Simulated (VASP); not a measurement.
# Pd (Im-3m) in VASP: a series of runs, part 2 of 2

VASP 6.6.1. Earlier steps stand in the parts before.

## (4) Single point, r2SCAN, collinear spin, antiferromagnetic start (volume scaled by 0.96)

POSCAR

```
Pd
1.0
    3.0670152821      0.0000000000      0.0000000000
    0.0000000000      3.0670152821      0.0000000000
    0.0000000000      0.0000000000      3.0670152821
Pd
2
Direct
    0.0000000000      0.0000000000      0.0000000000
    0.5000000000      0.5000000000      0.5000000000
```

INCAR.step1

```
ALGO = Normal ; EDIFF = 1E-4
ENCUT = 520 ; GGA = PE
ISMEAR = -1 ; ISPIN = 2
LASPH = T ; LCHARG = F
LMAXMIX = 4 ; LREAL = F
LWAVE = T ; MAGMOM = 0.5 -0.5
NBANDS = 21 ; NELM = 150
PREC = Accurate ; SIGMA = 0.05
```

INCAR.step2

```
ALGO = Normal ; EDIFF = 1E-6
ENCUT = 520 ; ISIF = 2
ISMEAR = -1 ; ISPIN = 2
ISTART = 1 ; LASPH = T
LCHARG = F ; LMAXMIX = 4
LMIXTAU = T ; LORBIT = 11
LREAL = F ; LWAVE = F
MAGMOM = 0.5 -0.5 ; METAGGA = R2SCAN
NBANDS = 21 ; NELM = 150
PREC = Accurate ; SIGMA = 0.05
```

KPOINTS

```
k-points
0
Gamma
  11 11 11
```

Launch:

```sh
$ cat potpaw_PBE.64/Pd/POTCAR > POTCAR
$ cp INCAR.step1 INCAR
$ mpirun -np 1 vasp_std > vasp.out
$ cp INCAR.step2 INCAR
$ mpirun -np 1 vasp_std > vasp.out
```

Wall time 67 s (1 thread of Intel Xeon 6975P-C (Granite Rapids), shared host); peak memory 0.18 GiB.

The run converged. Its results:

- Free energy: -45.7891 eV
- Pressure: 9.2 GPa
- Band gap on the k mesh: zero (filled and empty bands overlap)
- Net moment: 0.00 μB per cell
- Valence electrons inside the program's atomic spheres: Pd 9.54

Levels at points of the mesh, in eV from the Fermi level:
Spin up:
```csv
k point,band 6,band 7,band 8,band 9,band 10,band 11,band 12,band 13,band 14,band 15
"(0.00, 0.00, 0.00)",-3.19,-1.11,-1.11,0.22,0.22,0.22,9.89,9.89,9.89,18.70
```
Spin down:
| k point | band 6 | band 7 | band 8 | band 9 | band 10 | band 11 | band 12 | band 13 | band 14 | band 15 |
| --- | --- | --- | --- | --- | --- | --- | --- | --- | --- | --- |
| (0.00, 0.00, 0.00) | -3.19 | -1.11 | -1.11 | 0.22 | 0.22 | 0.22 | 9.89 | 9.89 | 9.89 | 18.70 |

Caveat: the cell differs from its parent crystal (volume scaled by 0.96); the PAW data sets were made with another functional, which shifts forces and pressure a little.

## (5) Single point, r2SCAN, collinear spin, antiferromagnetic start

This run uses another cell than the first one, of 15.03 Å³/atom, 1.136 times its volume.

POSCAR

```
Pd
1.0
    3.1090344116      0.0000000000      0.0000000000
    0.0000000000      3.1090344116      0.0000000000
    0.0000000000      0.0000000000      3.1090344116
Pd
2
Direct
    0.0000000000      0.0000000000      0.0000000000
    0.5000000000      0.5000000000      0.5000000000
```

INCAR.step1

```
SYSTEM = Pd
ALGO     = Normal         ! electronic algorithm
EDIFF    = 1E-4           ! SCF threshold, eV
ENCUT    = 520            ! plane-wave cutoff, eV
GGA      = PE             ! functional
ISMEAR   = -1             ! smearing method
ISPIN    = 2              ! spin polarisation
LASPH    = .TRUE.         ! aspherical terms in the spheres
LCHARG   = .FALSE.        ! write CHGCAR
LMAXMIX  = 4              ! l up to which the mixer works
LREAL    = .FALSE.        ! projectors in reciprocal space
LWAVE    = .TRUE.         ! write WAVECAR
MAGMOM   = 0.5 -0.5       ! initial moments
NBANDS   = 21             ! bands
NELM     = 150            ! most SCF steps
PREC     = Accurate       ! precision mode
SIGMA    = 0.05           ! smearing width, eV
```

INCAR.step2

```
SYSTEM = Pd
ALGO     = Normal         ! electronic algorithm
EDIFF    = 1E-6           ! SCF threshold, eV
ENCUT    = 520            ! plane-wave cutoff, eV
ISIF     = 2              ! what is computed and relaxed
ISMEAR   = -1             ! smearing method
ISPIN    = 2              ! spin polarisation
ISTART   = 1            
LASPH    = .TRUE.         ! aspherical terms in the spheres
LCHARG   = .FALSE.        ! write CHGCAR
LMAXMIX  = 4              ! l up to which the mixer works
LMIXTAU  = .TRUE.       
LORBIT   = 11             ! projections on sites
LREAL    = .FALSE.        ! projectors in reciprocal space
LWAVE    = .FALSE.        ! write WAVECAR
MAGMOM   = 0.5 -0.5       ! initial moments
METAGGA  = R2SCAN         ! meta-GGA
NBANDS   = 21             ! bands
NELM     = 150            ! most SCF steps
PREC     = Accurate       ! precision mode
SIGMA    = 0.05           ! smearing width, eV
```

KPOINTS

```
k-points
0
G
  10 10 10
  0 0 0
```

Potentials or basis: VASP PAW PBE potentials, release 64 (Pd).

Launch:

```sh
$ cat potpaw_PBE.64/Pd/POTCAR > POTCAR
$ cp INCAR.step1 INCAR
$ mpirun -np 1 vasp_std > vasp.out
$ cp INCAR.step2 INCAR
$ mpirun -np 1 vasp_std > vasp.out
```

OUTCAR:

```text
SYSTEM = Pd
   EDIFF = 1E-6
   ENCUT = 520
   ISIF = 2
   ISMEAR = -1
   ISPIN = 2
   ISTART = 1
   LASPH = .TRUE.
   LORBIT = 11
   LREAL = .FALSE.
   METAGGA = R2SCAN
   NELM = 150
   PREC = Accurate

 ion  position               nearest neighbor table
   1  0.000  0.000  0.000-   2 2.69   2 2.69   2 2.69   2 2.69   2 2.69   2 2.69   2 2.69   2 2.69

   2  0.500  0.500  0.500-   1 2.69   1 2.69   1 2.69   1 2.69   1 2.69   1 2.69   1 2.69   1 2.69

  LATTYP: Found a simple cubic cell.
 ALAT       =     3.1090344116

  Lattice vectors:

 A1 = (   3.1090344116,   0.0000000000,   0.0000000000)
 A2 = (   0.0000000000,   3.1090344116,   0.0000000000)
 A3 = (   0.0000000000,   0.0000000000,   3.1090344116)
[... 1397 lines left out ...]
 -----------------------------------------------------------------------------
  energy-cutoff  :      520.00
  volume of cell :       30.05
      direct lattice vectors                 reciprocal lattice vectors
     3.109034412  0.000000000  0.000000000     0.321643272  0.000000000  0.000000000
     0.000000000  3.109034412  0.000000000     0.000000000  0.321643272  0.000000000
     0.000000000  0.000000000  3.109034412     0.000000000  0.000000000  0.321643272

 POSITION                                       TOTAL-FORCE (eV/Angst)
 -----------------------------------------------------------------------------------
      0.00000      0.00000      0.00000        -0.000000     -0.000000     -0.000000
      1.55452      1.55452      1.55452         0.000000      0.000000      0.000000
 -----------------------------------------------------------------------------------
    total drift:                                0.000000      0.000000     -0.000000

  FREE ENERGIE OF THE ION-ELECTRON SYSTEM (eV)
  ---------------------------------------------------
  free  energy   TOTEN  =       -45.8158421925 eV

  energy  without entropy=      -45.7976298925  energy(sigma->0) =      -45.80673604

 total charge

# of ion       s       p       d       tot
------------------------------------------
    1        0.506   0.434   8.512   9.452
    2        0.506   0.434   8.512   9.452
--------------------------------------------------
tot          1.012   0.869  17.023  18.904

 magnetization (x)

# of ion       s       p       d       tot
------------------------------------------
    1       -0.000   0.000   0.000   0.000
    2        0.000  -0.000  -0.000  -0.000
--------------------------------------------------
tot          0.000   0.000   0.000   0.000
```

OSZICAR.step1:

```text
N       E                     dE             d eps       ncg     rms          rms(c)
DAV:   1     0.115013405044E+03    0.11501E+03   -0.96875E+03  4704   0.919E+02
DAV:   2    -0.816261156324E+01   -0.12318E+03   -0.11486E+03  5269   0.227E+02
DAV:   3    -0.108114811110E+02   -0.26489E+01   -0.26256E+01  5525   0.353E+01
DAV:   4    -0.108299161367E+02   -0.18435E-01   -0.18432E-01  5701   0.302E+00
DAV:   5    -0.108302019132E+02   -0.28578E-03   -0.28577E-03  5813   0.384E-01    0.106E+01
DAV:   6    -0.103704867500E+02    0.45972E+00   -0.86697E-01  5610   0.884E+00    0.509E+00
DAV:   7    -0.103490768673E+02    0.21410E-01   -0.17454E-02  5933   0.105E+00    0.266E+00
DAV:   8    -0.103428581353E+02    0.62187E-02   -0.35019E-03  5594   0.427E-01    0.799E-01
DAV:   9    -0.103419469998E+02    0.91114E-03   -0.28366E-04  5689   0.143E-01    0.562E-02
DAV:  10    -0.103419525387E+02   -0.55389E-05   -0.44734E-05  3667   0.524E-02
   1 F= -.10341953E+02 E0= -.10331913E+02  d E =-.200788E-01  mag=    -0.0000
```

It took 58 s on 1 thread of Intel Xeon 6975P-C (Granite Rapids), shared host; peak memory 0.18 GiB.

Results:

* Free energy: -45.8158 eV
* Pressure: 0.6 GPa
* Band gap on the k mesh: zero (filled and empty bands overlap)
* Net moment: 0.00 μB per cell
* Valence electrons inside the program's atomic spheres: Pd 9.45

Caveat: the PAW data sets were made with another functional, which shifts forces and pressure a little.

## (6) Summary

| cell | k mesh | gap on the mesh (eV) | pressure (GPa) | moment (μB) |
| --- | --- | --- | --- | --- |
| a = 2.979 Å, 2 atoms | 11 × 11 × 11 | none | 34.3 | 0.00 |
| a = 3.024 Å, 2 atoms | 11 × 11 × 11 | none | 20.1 | 0.00 |
| a = 3.067 Å, 2 atoms | 11 × 11 × 11 | none | 9.2 | 0.00 |
| a = 3.109 Å, 2 atoms | 10 × 10 × 10 | none | 0.6 | 0.00 |

Alike in all rows: task single point; level r2SCAN; potentials or basis VASP PAW PBE potentials, release 64 (Pd); spin collinear, antiferromagnetic start; cutoff (eV) 520; smearing fermi-dirac 0.05 eV.

Caveats: the PAW data sets were made with another functional, which shifts forces and pressure a little.

Total energies depend on the potentials used, so only differences within one code and one set of settings carry meaning.
